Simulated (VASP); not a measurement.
# Al (Im-3m) in VASP: further runs

Runs on Al. Level: PBE. Tasks: single point.

All numbers are computed with VASP 6.6.1; they aren't measurements. Logs are shortened: lines on timing, memory, paths and dates and some standing lists are left out, and cuts for length are marked.

## (1) The cell of the first run

The structure is cubic, space group Im-3m (No. 229). Conventional cell: a = 3.415 Å, b = 3.415 Å, c = 3.415 Å, α = 90.00°, β = 90.00°, γ = 90.00°. Within 3.9 Å of Al (site symmetry m-3m) lie 14 Al at 2.96 to 3.42 Å.

## (2) Single point, PBE (Tl replaced by Al, lengths x 0.901, strained)

File INCAR:

```
  PREC = Accurate
  ENCUT = 500
  EDIFF = 1E-6
  ISMEAR = 0
  SIGMA = 0.1
  LREAL = F
  LASPH = T
  NELM = 120
  ALGO = Normal
  ISIF = 2
  LWAVE = F
  LCHARG = F
  GGA = PE
  NBANDS = 8
  GGA_COMPAT = F
```

File KPOINTS:

```
Automatic mesh
0
Gamma
  8 8 8
```

File POSCAR:

```
Al
1.0
   -1.7075571080      1.7075571080      1.7075571080
    1.7075571080     -1.7075571080      1.7075571080
    1.7075571080      1.7075571080     -1.7075571080
Al
1
Direct
    0.0000000000      0.0000000000      0.0000000000
```

Potentials or basis: VASP PAW PBE potentials, release 64 (Al).

Launch:

```
cat potpaw_PBE.64/Al/POTCAR > POTCAR
mpirun -np 1 vasp_std > vasp.out
```

OUTCAR:

```text
PREC = Accurate
   ENCUT = 500
   EDIFF = 1E-6
   ISMEAR = 0
   LREAL = F
   LASPH = T
   NELM = 120
   ISIF = 2
   GGA = PE

 ion  position               nearest neighbor table
   1  0.000  0.000  0.000-

  LATTYP: Found a body centered cubic cell.
 ALAT       =     3.4151142160

  Lattice vectors:

 A1 = (  -1.7075571080,   1.7075571080,   1.7075571080)
 A2 = (   1.7075571080,  -1.7075571080,   1.7075571080)
 A3 = (   1.7075571080,   1.7075571080,  -1.7075571080)

Analysis of symmetry for initial positions (statically):
=====================================================================
 Subroutine PRICEL returns:
 Original cell was already a primitive cell.

 Routine SETGRP: Setting up the symmetry group for a
 body centered cubic supercell.

 Subroutine GETGRP returns: Found 48 space group operations
 (whereof 48 operations were pure point group operations)
 out of a pool of 48 trial point group operations.

The static configuration has the point symmetry O_h .

Analysis of symmetry for dynamics (positions and initial velocities):
=====================================================================
 Subroutine PRICEL returns:
 Original cell was already a primitive cell.

 Routine SETGRP: Setting up the symmetry group for a
 body centered cubic supercell.

 Subroutine GETGRP returns: Found 48 space group operations
 (whereof 48 operations were pure point group operations)
 out of a pool of 48 trial point group operations.

The dynamic configuration has the point symmetry O_h .

 Subroutine INISYM returns: Found 48 space group operations
 (whereof 48 operations are pure point group operations),
 and found     1 'primitive' translations

----------------------------------------------------------------------------------------

                                     Primitive cell

  volume of cell :      19.9152

  direct lattice vectors                    reciprocal lattice vectors
    -1.707557108  1.707557108  1.707557108     0.000000000  0.292815975  0.292815975
     1.707557108 -1.707557108  1.707557108     0.292815975  0.000000000  0.292815975
     1.707557108  1.707557108 -1.707557108     0.292815975  0.292815975  0.000000000

  length of vectors
     2.957575668  2.957575668  2.957575668     0.414104324  0.414104324  0.414104324

  position of ions in fractional coordinates (direct lattice)
     0.000000000  0.000000000  0.000000000

  ion indices of the primitive-cell ions
   primitive index   ion index
                 1           1

----------------------------------------------------------------------------------------

 KPOINTS: Automatic mesh

Automatic generation of k-mesh.
 Grid dimensions read from file:
 generate k-points for:    8    8    8

 Generating k-lattice:

  Cartesian coordinates                     Fractional coordinates (reciprocal lattice)
     0.000000000  0.036601997  0.036601997     0.125000000  0.000000000  0.000000000
     0.036601997  0.000000000  0.036601997     0.000000000  0.125000000  0.000000000
     0.036601997  0.036601997  0.000000000     0.000000000  0.000000000  0.125000000

  Length of vectors
     0.051763040  0.051763040  0.051763040

  Shift w.r.t. Gamma in fractional coordinates (k-lattice)
     0.000000000  0.000000000  0.000000000

 Subroutine IBZKPT returns following result:
 ===========================================

 Found     29 irreducible k-points:

 Following reciprocal coordinates:
            Coordinates               Weight
  0.000000  0.000000  0.000000      1.000000
  0.125000  0.000000  0.000000     12.000000
  0.250000  0.000000  0.000000     12.000000
  0.375000  0.000000  0.000000     12.000000
  0.500000  0.000000  0.000000      6.000000
  0.125000  0.125000  0.000000     24.000000
[... 16 lines left out ...]
 -0.250000  0.250000  0.250000      6.000000
 -0.375000  0.375000  0.250000     24.000000
 [... further k-points ...]
   k-points           NKPTS =     29   k-points in BZ     NKDIM =     29   number of bands    NBANDS=      8
   number of dos      NEDOS =    301   number of ions     NIONS =      1
   total plane-waves  NPLWV =  13824
   dimension x,y,z NGX =    24 NGY =   24 NGZ =   24
   dimension x,y,z NGXF=    48 NGYF=   48 NGZF=   48
   ions per type =               1
   NGX,Y,Z   is equivalent  to a cutoff of  13.49, 13.49, 13.49 a.u.
   NGXF,Y,Z  is equivalent  to a cutoff of  26.98, 26.98, 26.98 a.u.
 SYSTEM =  unknown system
   PREC   = accura    normal or accurate (medium, high low for compatibility)
   ISTART =      0    job   : 0-new  1-cont  2-samecut
   ICHARG =      2    charge: 1-file 2-atom 10-const
   ISPIN  =      1    spin polarized calculation?
   LNONCOLLINEAR =      F non collinear calculations
   LSORBIT =      F    spin-orbit coupling
   LASPH  =      T    aspherical Exc in radial PAW
   ENCUT  =  500.0 eV  36.75 Ry    6.06 a.u.   5.39  5.39  5.39*2*pi/ulx,y,z
   NELM   =    120;   NELMIN=  2; NELMDL= -5     # of ELM steps
   EDIFF  = 0.1E-05   stopping-criterion for ELM
   LREAL  =      F    real-space projection
   EDIFFG = 0.1E-04   stopping-criterion for IOM
   NSW    =      0    number of steps for IOM
   IBRION =     -1    ionic relax: 0-MD 1-quasi-New 2-CG
   NFREE  =      0    steps in history (QN), initial steepest desc. (CG)
   ISIF   =      2    stress and relaxation
   ISYM   =      2    0-nonsym 1-usesym 2-fastsym
   POTIM  = 0.5000    time-step for ionic-motion
   TEBEG  =    0.0;   TEEND  =   0.0 temperature during run
   PSTRESS=    0.0 pullay stress
   NELECT =       3.0000    total number of electrons
   NUPDOWN=      -1.0000    fix difference up-down
   EMIN   =  10.00;   EMAX   =-10.00  energy-range for DOS
   EFERMI =   0.00;   METHOD = LEGACY
   ISMEAR =     0;   SIGMA  =   0.10  broadening in eV -4-tet -1-fermi 0-gaus
   EFERMI_NEDOS =   21; number of points for ismear=-14 and -15
   IALGO  =     38    algorithm
   IMIX   =      4    mixing-type and parameters
     AMIX     =   0.40;   BMIX     =  1.00
     AMIX_MAG =   1.60;   BMIX_MAG =  1.00
  volume/ion in A,a.u.               =      19.92       134.39
  Fermi-wavevector in a.u.,A,eV,Ry     =   0.871071  1.646085 10.323610  0.758764
  Thomas-Fermi vector in A             =   1.990126
   LORBIT       =      0    0 simple, 1 ext, 2 COOP (PROOUT), +10 PAW based schemes
   GGA     = PE    functional components
   LHFCALC =     F    Hartree Fock is set to
   AEXX    =    0.0000 exact exchange contribution
   IVDW    =     0    specifies the selected vdW correction
   LEPSILON=     F    determine dielectric tensor
   LRPA    =     F    only Hartree local field effects (RPA)
 non-spin polarized calculation
 Gauss-broadening in eV      SIGMA  =   0.10
  energy-cutoff  :      500.00
  volume of cell :       19.92
 maximum number of plane-waves:       532
 NGX is ok and might be reduce to    24
   NGX = 11   NGY = 11   NGZ = 11

 number of electron       3.0000000 magnetization

 Free energy of the ion-electron system (eV)
  ---------------------------------------------------
  ext. energy  EPLUGINS =         0.00000000
  ---------------------------------------------------
  free energy    TOTEN  =        -3.53952183 eV

  energy without entropy =       -3.53887513  energy(sigma->0) =       -3.53919848

 E-fermi :   6.1657     XC(G=0):  -9.5364

 val. band max:        5.9548743127   @ k =   0.2500   0.2500   0.1250
 cond. band min:       6.2868178643   @ k =  -0.3750   0.3750   0.1250
 fundamental gap:      0.3319435516
 Fermi energy:         6.1656761687

 k-point     1 :       0.0000    0.0000    0.0000
  band No.  band energies     occupation
      1      -3.7215      2.00000
      2      18.3402      0.00000
      3      18.3402      0.00000
      4      18.3402      0.00000
      5      18.3513      0.00000
      6      18.3513      0.00000
      7      18.3513      0.00000
      8      21.1020      0.00000

 k-point     2 :       0.1250    0.0000    0.0000
  band No.  band energies     occupation
      1      -3.3252      2.00000
      2      14.4802      0.00000
      3      16.0061      0.00000
      4      17.1354      0.00000
      5      17.5329      0.00000
      6      18.9273      0.00000
      7      20.4763      0.00000
      8      20.9750      0.00000

 k-point     3 :       0.2500    0.0000    0.0000
  band No.  band energies     occupation
      1      -2.1421      2.00000
      2       9.9728      0.00000
      3      14.3421      0.00000
      4      15.4751      0.00000
      5      16.1689      0.00000
      6      17.4492      0.00000
      7      21.7649      0.00000
      8      21.9930      0.00000

 k-point     4 :       0.3750    0.0000    0.0000
  band No.  band energies     occupation
      1      -0.1881      2.00000
      2       5.9190      1.99951
      3      13.3483      0.00000
      4      14.3829      0.00000
      5      15.2156      0.00000
      6      16.4619      0.00000
      7      23.3151      0.00000
      8      23.9634      0.00000

 k-point     5 :       0.5000    0.0000    0.0000
  band No.  band energies     occupation
      1       2.4870      2.00000
      2       2.5353      2.00000
      3      13.0179      0.00000
      4      14.0104      0.00000
      5      14.8862      0.00000
      6      16.1172      0.00000
      7      24.8601      0.00000
      8      25.6045      0.00000

 k-point     6 :       0.1250    0.1250    0.0000
  band No.  band energies     occupation
      1      -2.5355      2.00000
      2      12.4050      0.00000
      3      12.4717      0.00000
      4      15.1541      0.00000
      5      18.2385      0.00000
      6      18.7099      0.00000
      7      20.9563      0.00000
      8      21.7121      0.00000

 k-point     7 :       0.2500    0.1250   -0.0000
  band No.  band energies     occupation
      1      -0.9670      2.00000
      2       8.1461      0.00000
      3      11.0174      0.00000
      4      13.8322      0.00000
      5      17.2494      0.00000
      6      19.1406      0.00000
      7      21.0453      0.00000
      8      24.3611      0.00000

 k-point     8 :       0.3750    0.1250    0.0000
  band No.  band energies     occupation
      1       1.3595      2.00000
      2       4.4134      2.00000
      3      10.2981      0.00000
      4      13.1452      0.00000
      5      16.5767      0.00000
      6      19.0542      0.00000
      7      22.5332      0.00000
      8      24.8374      0.00000

 k-point     9 :       0.2500    0.2500    0.0000
  band No.  band energies     occupation
      1       0.9742      2.00000
      2       7.0006      0.00000
      3       7.0714      0.00000
      4      12.8475      0.00000
      5      18.7945      0.00000
      6      19.0154      0.00000
      7      23.3914      0.00000
      8      24.1158      0.00000

 k-point    10 :       0.3750    0.2500    0.0000
  band No.  band energies     occupation
      1       3.6534      2.00000
      2       3.6572      2.00000
      3       6.6643      0.00000
      4      12.5057      0.00000
      5      18.6032      0.00000
      6      20.8535      0.00000
      7      21.5237      0.00000
      8      24.8079      0.00000
[... 78 lines left out ...]
 k-point    18 :      -0.2500    0.3750    0.1250
  band No.  band energies     occupation
      1      -0.1879      2.00000
      2       8.8054      0.00000
      3       8.8641      0.00000
      4      14.7620      0.00000
      5      15.1033      0.00000
      6      17.7305      0.00000
      7      22.3993      0.00000
      8      23.1577      0.00000

 k-point    19 :       0.5000    0.5000    0.1250
  band No.  band energies     occupation
      1       2.8781      2.00000
      2       2.9067      2.00000
      3      10.9564      0.00000
      4      12.9211      0.00000
      5      16.7931      0.00000
      6      18.0193      0.00000
      7      20.8500      0.00000
      8      21.8904      0.00000

 k-point    20 :      -0.3750    0.5000    0.1250
  band No.  band energies     occupation
      1       2.1273      2.00000
      2       5.1610      2.00000
      3       8.1014      0.00000
      4      14.2086      0.00000
      5      16.4288      0.00000
      6      17.6096      0.00000
      7      19.8543      0.00000
      8      23.5024      0.00000

 k-point    21 :      -0.3750   -0.3750    0.1250
  band No.  band energies     occupation
      1       4.7638      2.00000
      2       4.7638      2.00000
      3       4.8267      2.00000
      4      15.5492      0.00000
      5      16.8669      0.00000
      6      16.8669      0.00000
      7      17.7238      0.00000
      8      27.2616      0.00000

 k-point    22 :       0.2500    0.2500    0.2500
  band No.  band energies     occupation
      1       5.5232      2.00000
      2       5.5232      2.00000
      3       5.5232      2.00000
      4       5.6347      2.00000
      5      25.8508      0.00000
      6      25.8509      0.00000
      7      26.2532      0.00000
      8      26.2532      0.00000

 k-point    23 :      -0.2500    0.2500    0.2500
  band No.  band energies     occupation
      1      -0.5769      2.00000
      2      10.6011      0.00000
      3      10.6011      0.00000
      4      12.5481      0.00000
      5      12.5850      0.00000
      6      21.4270      0.00000
      7      22.1820      0.00000
      8      22.8336      0.00000

 k-point    24 :      -0.3750    0.3750    0.2500
  band No.  band energies     occupation
      1       1.3588      2.00000
      2       7.3602      0.00000
      3       9.5394      0.00000
      4      11.4423      0.00000
      5      13.5547      0.00000
      6      18.9834      0.00000
      7      21.0292      0.00000
      8      23.3875      0.00000

 [... further k-points ...]
[... 5 lines left out ...]
  --------------------------------------------------------------------------------------
  -------------------------------------------------------------------------------------
  Total       -0.9364001     -0.9364001     -0.9364001      0.0000000      0.0000000      0.0000000
  in kB      -75.3331854    -75.3331854    -75.3331854      0.0000000      0.0000000      0.0000000
  external PRESSURE =     -75.3331854 kB  Pullay stress =       0.0000000 kB

 VOLUME and BASIS-vectors are now :
 -----------------------------------------------------------------------------
  energy-cutoff  :      500.00
  volume of cell :       19.92
      direct lattice vectors                 reciprocal lattice vectors
    -1.707557108  1.707557108  1.707557108     0.000000000  0.292815975  0.292815975
     1.707557108 -1.707557108  1.707557108     0.292815975  0.000000000  0.292815975
     1.707557108  1.707557108 -1.707557108     0.292815975  0.292815975  0.000000000

 POSITION                                       TOTAL-FORCE (eV/Angst)
 -----------------------------------------------------------------------------------
      0.00000      0.00000      0.00000         0.000000      0.000000      0.000000
 -----------------------------------------------------------------------------------
    total drift:                                0.000000      0.000000      0.000000

  FREE ENERGIE OF THE ION-ELECTRON SYSTEM (eV)
  ---------------------------------------------------
  free  energy   TOTEN  =        -3.5395218348 eV

  energy  without entropy=       -3.5388751306  energy(sigma->0) =       -3.53919848
```

Wall time 4.6 s (1 thread of AMD EPYC 7R43 (Zen 3), shared host); peak memory 0.09 GiB.

What came out:

| Property | Result |
| --- | --- |
| Free energy | -3.5395 eV |
| Pressure | -7.5 GPa |

Caveat: the cell differs from its parent crystal (Tl replaced by Al, lengths x 0.901, strained).

## (3) Single point, PBE (Tl replaced by Al, lengths x 0.901, strained)

File INCAR:

```
PREC = Accurate ; ENCUT = 500
EDIFF = 1E-6 ; ISMEAR = 0
SIGMA = 0.1 ; LREAL = False
LASPH = True ; NELM = 120
ALGO = Normal ; ISIF = 2
LWAVE = False ; LCHARG = True
GGA = PE ; LELF = True
LVHAR = True ; NBANDS = 8
GGA_COMPAT = False
```

File KPOINTS:

```
regular mesh
0
Gamma
  18 18 18
```

POSCAR is that of step 2.

Potentials or basis: VASP PAW PBE potentials, release 64 (Al).

Launch:

```
cat potpaw_PBE.64/Al/POTCAR > POTCAR
mpirun -np 1 vasp_std > vasp.out
```

OUTCAR:

```text
PREC = Accurate
   ENCUT = 500
   EDIFF = 1E-6
   ISMEAR = 0
   LREAL = False
   LASPH = True
   NELM = 120
   ISIF = 2
   GGA = PE

 ion  position               nearest neighbor table
   1  0.000  0.000  0.000-

  LATTYP: Found a body centered cubic cell.
 ALAT       =     3.4151142160

  Lattice vectors:

 A1 = (  -1.7075571080,   1.7075571080,   1.7075571080)
 A2 = (   1.7075571080,  -1.7075571080,   1.7075571080)
 A3 = (   1.7075571080,   1.7075571080,  -1.7075571080)

[... 434 lines left out ...]
  band No.  band energies     occupation
      1       1.4495      2.00000
      2       4.1654      2.00000
      3      10.6880      0.00000
      4      13.2110      0.00000
      5      16.3598      0.00000
      6      18.6234      0.00000
      7      22.8426      0.00000
      8      24.8987      0.00000

 [... further k-points ...]
[... 5 lines left out ...]
  --------------------------------------------------------------------------------------
  -------------------------------------------------------------------------------------
  Total       -0.9682511     -0.9682511     -0.9682511      0.0000000      0.0000000      0.0000000
  in kB      -77.8955940    -77.8955940    -77.8955940      0.0000000      0.0000000      0.0000000
  external PRESSURE =     -77.8955940 kB  Pullay stress =       0.0000000 kB

 VOLUME and BASIS-vectors are now :
 -----------------------------------------------------------------------------
  energy-cutoff  :      500.00
  volume of cell :       19.92
      direct lattice vectors                 reciprocal lattice vectors
    -1.707557108  1.707557108  1.707557108     0.000000000  0.292815975  0.292815975
     1.707557108 -1.707557108  1.707557108     0.292815975  0.000000000  0.292815975
     1.707557108  1.707557108 -1.707557108     0.292815975  0.292815975  0.000000000

 POSITION                                       TOTAL-FORCE (eV/Angst)
 -----------------------------------------------------------------------------------
      0.00000      0.00000      0.00000         0.000000      0.000000      0.000000
 -----------------------------------------------------------------------------------
    total drift:                                0.000000      0.000000      0.000000

  FREE ENERGIE OF THE ION-ELECTRON SYSTEM (eV)
  ---------------------------------------------------
  free  energy   TOTEN  =        -3.5680464949 eV

  energy  without entropy=       -3.5659764719  energy(sigma->0) =       -3.56701148
```

OSZICAR:

```text
N       E                     dE             d eps       ncg     rms          rms(c)
DAV:   1    -0.228983885008E+01   -0.22898E+01   -0.82920E+02  3128   0.194E+02
DAV:   2    -0.358073014014E+01   -0.12909E+01   -0.12340E+01  4392   0.169E+01
DAV:   3    -0.358864627733E+01   -0.79161E-02   -0.79092E-02  3712   0.145E+00
DAV:   4    -0.358867354412E+01   -0.27267E-04   -0.27267E-04  4712   0.819E-02
DAV:   5    -0.358867363835E+01   -0.94233E-07   -0.94202E-07  3880   0.344E-03    0.986E-01
DAV:   6    -0.357646000710E+01    0.12214E-01   -0.26186E-03  3352   0.231E-01    0.572E-01
DAV:   7    -0.356805776784E+01    0.84022E-02   -0.75723E-03  3392   0.372E-01    0.118E-01
DAV:   8    -0.356804685319E+01    0.10915E-04   -0.25959E-05  4192   0.340E-02    0.120E-02
DAV:   9    -0.356804649492E+01    0.35827E-06   -0.12211E-06  4048   0.429E-03
   1 F= -.35680465E+01 E0= -.35670115E+01  d E =-.207002E-02
```

Run time: 22 s. Hardware: 1 thread of AMD EPYC 7R43 (Zen 3), shared host; peak memory 0.11 GiB.

What came out:

| Quantity | Value |
| --- | --- |
| Free energy | -3.5680 eV |
| Pressure | -7.8 GPa |

Caveat: the cell differs from its parent crystal (Tl replaced by Al, lengths x 0.901, strained).
